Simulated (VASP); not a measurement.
Write the native input for VASP 6.6.1 that does the following.

| Property | Result |
| --- | --- |
| Task | relaxation of cell and atoms |
| Functional | PBEsol |
| Potentials or basis | VASP PAW PBE potentials, release 64 (Ta_pv) |
| Cutoff | 600 eV |
| k mesh | 11 × 11 × 11 |
| Occupations | fermi-dirac, width 0.05 eV |
| Spin | no spin polarisation |
| Target pressure | 10 GPa |
| Dipole correction | no |
| Further INCAR settings | ALGO = Normal; EDIFF = 1e-07; IBRION = 2; EDIFFG = -0.01; NSW = 60; ISIF = 3 |

The structure of Ta lies in POSCAR:

```
Ta
1.0
   -1.6512800000      1.6512800000      1.6512800000
    1.6512800000     -1.6512800000      1.6512800000
    1.6512800000      1.6512800000     -1.6512800000
Ta
1
Direct
    0.0000000000      0.0000000000      0.0000000000
```

These files were run (other wordings do the same):

INCAR

```
PREC = Accurate ; ENCUT = 600
EDIFF = 1E-7 ; ISMEAR = -1
SIGMA = 0.05 ; LREAL = False
LASPH = True ; NELM = 100
ALGO = Normal ; ISIF = 3
LWAVE = False ; LCHARG = False
GGA = PS ; IBRION = 2
NSW = 60 ; EDIFFG = -0.01
PSTRESS = 100.0
```

KPOINTS

```
regular mesh
0
Gamma
  11 11 11
```

Potentials or basis: VASP PAW PBE potentials, release 64 (Ta_pv).

The run is started by

```bash
$ cat potpaw_PBE.64/Ta_pv/POTCAR > POTCAR
$ mpirun -np 1 vasp_std > vasp.out
```

It gave:

```json
{
  "Relaxed volume": "16.91 Å³/atom",
  "Relaxed cell": "a = 2.801 Å, b = 2.801 Å, c = 2.801 Å, α = 109.47°, β = 109.47°, γ = 109.47°",
  "Space group after relaxing (to 0.05 Å)": "Im-3m (No. 229)",
  "Energy change on relaxing (the enthalpy is what falls)": "+17.2 meV/atom",
  "Ionic steps": "7",
  "Pressure after relaxing": "10.0 GPa"
}
```

Caveat: the cell is relaxed towards a set pressure, so the enthalpy falls and the energy may rise; the PAW data sets were made with another functional, which shifts forces and pressure a little.

Wall time 49 s on 1 thread of AMD EPYC 7R43 64-Core Processor (Zen 3), on a shared host, peak memory 0.12 GiB.
